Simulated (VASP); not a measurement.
Write the native input for VASP 6.6.1 that does the following.

| Quantity | Value |
| --- | --- |
| Task | single point |
| Functional | PBE |
| Potentials or basis | VASP PAW PBE potentials, release 64 (Mo_sv, Se) |
| Cutoff | 520 eV |
| k mesh | 7 × 7 × 7 |
| Occupations | gaussian, width 0.05 eV |
| Spin | non-collinear spin, zero start, spin-orbit coupling |
| Starting moments | [[0.0, 0.0, 0.0], [0.0, 0.0, 0.0]] μB |
| Dipole correction | no |
| Further INCAR settings | ALGO = Normal; EDIFF = 1e-06; NBANDS = 32 |

The structure of MoSe lies in POSCAR:

```
MoSe
1.0
    0.0000000000      2.8928795100      2.8928795100
    2.8928795100      0.0000000000      2.8928795100
    2.8928795100      2.8928795100      0.0000000000
Mo Se
1 1
Direct
    0.0000000000      0.0000000000      0.0000000000
    0.5000000000      0.5000000000      0.5000000000
```

One way to write it, as run:

INCAR

```
ALGO = Normal
EDIFF = 1E-6
ENCUT = 520
GGA = PE
GGA_COMPAT = False
ISIF = 2
ISMEAR = 0
LASPH = True
LCHARG = True
LMAXMIX = 4
LORBIT = 11
LORBMOM = True
LREAL = False
LSORBIT = True
LVHAR = True
LWAVE = False
MAGMOM = 0 0 0 0 0 0
NBANDS = 32
NELM = 150
PREC = Accurate
SIGMA = 0.05
```

KPOINTS

```
k-points
0
Gamma
  7 7 7
```

Potentials or basis: VASP PAW PBE potentials, release 64 (Mo_sv, Se).

The run is started by

```bash
$ cat potpaw_PBE.64/Mo_sv/POTCAR potpaw_PBE.64/Se/POTCAR > POTCAR
$ mpirun -np 1 vasp_ncl > vasp.out
```

It gave:

```yaml
Pressure: -20.0 GPa
Net_moment: 0.00 μB per cell
Valence_electrons_inside_the_program's_atomic_spheres: Mo 12.01; Se 3.74
```

Caveat: the cell stands under tension.

Wall time 58 s on 1 thread of Intel(R) Xeon(R) Platinum 8259CL CPU @ 2.50GHz (Skylake/Cascade Lake) (shared host), peak memory 0.29 GiB.
